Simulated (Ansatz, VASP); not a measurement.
# Two plane-wave programs on Al

```
Al
1.0
     0.00000    3.12796    3.12796
     3.12796    0.00000    3.12796
     3.12796    3.12796    0.00000
Al
2
Direct
  0.12500 0.12500 0.12500
  0.87500 0.87500 0.87500
```

Alike in both runs: task single point; functional RPBE; k mesh 10 × 10 × 10; occupations fermi-dirac, width 0.1 eV; no spin polarisation.

|  | VASP | Ansatz |
| --- | --- | --- |
| version | VASP 6.6.1 | Ansatz 0.2.0 |
| potentials or method | VASP PAW PBE potentials, release 64 (Al), cutoff 520 eV | plane waves (420 eV) with PAW, scalar-relativistic |
| valence electrons in the cell | 6 | 6 |

|  | VASP | Ansatz | Ansatz less VASP |
| --- | --- | --- | --- |
| pressure (GPa) | -2.3 | -2.3 | +0.06 |

VASP's potentials were made for PBE, not for RPBE. With one functional, cell and mesh, what is left measures potentials, basis and numerics.
